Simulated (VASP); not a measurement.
# MgO (Fm-3m) in VASP: a series of runs, part 2 of 2

VASP 6.6.1.

## (4) Single point, PBEsol (volume scaled by 0.98)

Contents of INCAR:

```
SYSTEM = MgO
  PREC = Accurate
  ENCUT = 520
  EDIFF = 1E-6
  ISMEAR = -1
  SIGMA = 0.05
  LREAL = .FALSE.
  LASPH = .TRUE.
  NELM = 60
  ALGO = Normal
  ISIF = 2
  LWAVE = .FALSE.
  LCHARG = .FALSE.
  GGA = PS
  NBANDS = 11
```

Contents of KPOINTS:

```
regular mesh
0
G
  11 11 11
  0 0 0
```

Contents of POSCAR:

```
MgO
1.0
    0.0000000000      2.0829271338      2.0829271338
    2.0829271338      0.0000000000      2.0829271338
    2.0829271338      2.0829271338      0.0000000000
Mg O
1 1
Direct
    0.0000000000      0.0000000000      0.0000000000
    0.5000000000      0.5000000000      0.5000000000
```

Potentials or basis: VASP PAW PBE potentials, release 64 (Mg, O).

The run is started by

```sh
$ cat potpaw_PBE.64/Mg/POTCAR potpaw_PBE.64/O/POTCAR > POTCAR
$ mpirun -np 1 vasp_std > vasp.out
```

OUTCAR:

```text
SYSTEM = MgO
   PREC = Accurate
   ENCUT = 520
   EDIFF = 1E-6
   ISMEAR = -1
   LREAL = .FALSE.
   LASPH = .TRUE.
   NELM = 60
   ISIF = 2
   GGA = PS

 ion  position               nearest neighbor table
   1  0.000  0.000  0.000-   2 2.08   2 2.08   2 2.08   2 2.08   2 2.08   2 2.08
   2  0.500  0.500  0.500-   1 2.08   1 2.08   1 2.08   1 2.08   1 2.08   1 2.08

  LATTYP: Found a face centered cubic cell.
 ALAT       =     4.1658542676

  Lattice vectors:

 A1 = (   0.0000000000,   2.0829271338,   2.0829271338)
 A2 = (   2.0829271338,   0.0000000000,   2.0829271338)
 A3 = (   2.0829271338,   2.0829271338,   0.0000000000)

Analysis of symmetry for initial positions (statically):
=====================================================================
 Subroutine PRICEL returns:
 Original cell was already a primitive cell.

 Routine SETGRP: Setting up the symmetry group for a
 face centered cubic supercell.

 Subroutine GETGRP returns: Found 48 space group operations
 (whereof 48 operations were pure point group operations)
 out of a pool of 48 trial point group operations.

The static configuration has the point symmetry O_h .

[... 172 lines left out ...]
      4       3.3203      2.00000
      5       8.2809      0.00000
      6      19.1350      0.00000
      7      19.1350      0.00000
      8      19.1350      0.00000
      9      23.0657      0.00000
     10      24.9888      0.00000
     11      24.9888      0.00000
[... 309 lines left out ...]
 k-point    24 :      -0.1818    0.1818    0.0000
  band No.  band energies     occupation
      1     -13.2121      2.00000
      2       0.3533      2.00000
      3       2.1417      2.00000
      4       2.9164      2.00000
      5      11.5872      0.00000
      6      15.3667      0.00000
      7      19.0339      0.00000
      8      21.3998      0.00000
      9      21.5759      0.00000
     10      24.8087      0.00000
     11      28.2893      0.00000

 [... further k-points ...]

------------------------ aborting loop because EDIFF is reached ----------------------------------------

  FORCE on cell =-STRESS in cart. coord.  units (eV):
  Direction    XX          YY          ZZ          XY          YZ          ZX
  --------------------------------------------------------------------------------------
  -------------------------------------------------------------------------------------
  Total        0.6084600      0.6084600      0.6084600      0.0000000     -0.0000000     -0.0000000
  in kB       53.9374468     53.9374468     53.9374468      0.0000000     -0.0000000     -0.0000000
  external PRESSURE =      53.9374468 kB  Pullay stress =       0.0000000 kB

 VOLUME and BASIS-vectors are now :
 -----------------------------------------------------------------------------
  energy-cutoff  :      520.00
  volume of cell :       18.07
      direct lattice vectors                 reciprocal lattice vectors
     0.000000000  2.082927134  2.082927134    -0.240046803  0.240046803  0.240046803
     2.082927134  0.000000000  2.082927134     0.240046803 -0.240046803  0.240046803
     2.082927134  2.082927134  0.000000000     0.240046803  0.240046803 -0.240046803

 POSITION                                       TOTAL-FORCE (eV/Angst)
 -----------------------------------------------------------------------------------
      0.00000      0.00000      0.00000        -0.000000     -0.000000      0.000000
      2.08293      2.08293      2.08293         0.000000      0.000000      0.000000
 -----------------------------------------------------------------------------------
    total drift:                               -0.000000     -0.000000      0.000000

  FREE ENERGIE OF THE ION-ELECTRON SYSTEM (eV)
  ---------------------------------------------------
  free  energy   TOTEN  =       -12.5022551388 eV

  energy  without entropy=      -12.5022551388  energy(sigma->0) =      -12.50225514
```

It took 15 s on 1 thread of Intel Xeon 8259CL, shared host; peak memory 0.14 GiB.

Results:

```yaml
Free_energy: -12.5023 eV
Pressure: 5.4 GPa
Band_gap_on_the_k_mesh: 4.96 eV, direct
```

Levels at points of the mesh, in eV from the valence-band top:
```csv
k point,band 2,band 3,band 4,band 5,band 6,band 7
"(0.00, 0.00, 0.00)",0.00,0.00,0.00,4.96,15.81,15.81
```

Caveat: the PAW data sets were made with another functional, which shifts forces and pressure a little.

## (5) Single point, PBEsol (volume scaled by 1.02)

Contents of INCAR:

```
ALGO = Normal ; EDIFF = 1E-7
ENCUT = 520 ; GGA = PS
ISIF = 2 ; ISMEAR = -1
LASPH = T ; LCHARG = T
LELF = T ; LREAL = F
LVHAR = T ; LWAVE = F
NBANDS = 11 ; NELM = 80
PREC = Accurate ; SIGMA = 0.05
```

Contents of KPOINTS:

```
k-points
0
Gamma
  11 11 11
```

Contents of POSCAR:

```
MgO
1.0
    0.0000000000      2.1108892239      2.1108892239
    2.1108892239      0.0000000000      2.1108892239
    2.1108892239      2.1108892239      0.0000000000
Mg O
1 1
Direct
    0.0000000000      0.0000000000      0.0000000000
    0.5000000000      0.5000000000      0.5000000000
```

The run is started by

```sh
$ cat potpaw_PBE.64/Mg/POTCAR potpaw_PBE.64/O/POTCAR > POTCAR
$ mpirun -np 1 vasp_std > vasp.out
```

It took 18 s on 1 thread of Intel Xeon 8259CL, shared host; peak memory 0.14 GiB.

The run converged. Its results:

```
Free energy            : -12.5120 eV
Pressure               : -1.4 GPa
Band gap on the k mesh : 4.57 eV, direct
```

Levels at points of the mesh, in eV from the valence-band top:
```tsv
k point	band 1	band 2	band 3	band 4	band 5	band 6	band 7	band 8	band 9
(0.00, 0.00, 0.00)	-17.17	0.00	0.00	0.00	4.57	15.59	15.59	15.59	19.42
```

Caveat: the PAW data sets were made with another functional, which shifts forces and pressure a little.

## (6) Summary

| cell | gap on the mesh (eV) | pressure (GPa) |
| --- | --- | --- |
| a = 2.905 Å, angles 60.0°, 2 atoms | 5.39 | 13.7 |
| a = 2.926 Å, angles 60.0°, 2 atoms | 5.17 | 9.3 |
| a = 2.946 Å, angles 60.0°, 2 atoms | 4.96 | 5.4 |
| a = 2.985 Å, angles 60.0°, 2 atoms | 4.57 | -1.4 |

Alike in all rows: task single point; level PBEsol; potentials or basis VASP PAW PBE potentials, release 64 (Mg, O); no spin polarisation; k mesh 11 × 11 × 11; cutoff (eV) 520; smearing fermi-dirac 0.05 eV.

Caveats: the PAW data sets were made with another functional, which shifts forces and pressure a little.

Total energies depend on the potentials used, so only differences within one code and one set of settings carry meaning.
